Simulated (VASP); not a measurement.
Write the native input for VASP 6.6.1 that does the following.

```yaml
Task: single point
Functional: PBE
Potentials_or_basis: VASP PAW PBE potentials, release 64 (Ni_sv_GW, O)
Cutoff: 600 eV
k_mesh: 8 × 8 × 8
Occupations: gaussian, width 0.05 eV
Spin: collinear spin, ferromagnetic start
Starting_moments: "[1.91, 0.0] μB"
Hubbard_terms: Ni d U = 6.2 eV
Dipole_correction: no
Second_run: valence_matched
Further_INCAR_settings: ALGO = Normal; EDIFF = 1e-06; NBANDS = 23
```

The structure of NiO lies in POSCAR:

```
NiO
1.0
    0.0000000000      2.1338354365      2.1338354365
    2.1338354365      0.0000000000      2.1338354365
    2.1338354365      2.1338354365      0.0000000000
Ni O
1 1
Direct
    0.0000000000      0.0000000000      0.0000000000
    0.5000000000      0.5000000000      0.5000000000
```

One way to write it, as run:

INCAR

```
SYSTEM = NiO
  PREC = Accurate
  ENCUT = 600
  EDIFF = 1E-6
  ISMEAR = 0
  SIGMA = 0.05
  LREAL = .False.
  LASPH = .True.
  NELM = 200
  ALGO = Normal
  ISIF = 2
  LWAVE = .False.
  LCHARG = .True.
  ISPIN = 2
  MAGMOM = 1.91 0
  LORBIT = 11
  LMAXMIX = 4
  LDAU = .True.
  LDAUTYPE = 2
  LDAUL = 2 -1
  LDAUU = 6.2 0
  LDAUJ = 0 0
  LDAUPRINT = 1
  GGA = PE
  LELF = .True.
  LVHAR = .True.
  NBANDS = 23
  GGA_COMPAT = .False.
```

KPOINTS

```
Automatic mesh
0
Gamma
  8 8 8
  0 0 0
```

Potentials or basis: VASP PAW PBE potentials, release 64 (Ni_sv_GW, O).

Launch:

```bash
$ cat potpaw_PBE.64/Ni_sv_GW/POTCAR potpaw_PBE.64/O/POTCAR > POTCAR
$ mpirun -np 1 vasp_std > vasp.out
```

Results of the run:

```yaml
Pressure: -3.8 GPa
Band_gap_on_the_k_mesh: 2.00 eV, indirect (least direct gap 3.16 eV)
Net_moment: 2.00 μB per cell
Site_moments: Ni +1.80; O +0.16 μB
Valence_electrons_inside_the_program's_atomic_spheres: Ni 16.08; O 5.01
```

Caveat: a cell with one magnetic atom can't hold antiferromagnetic order, which such compounds often take.

Run time: 17 s on 1 thread of Intel(R) Xeon(R) 6975P-C (Granite Rapids) (shared host), peak memory 0.17 GiB.
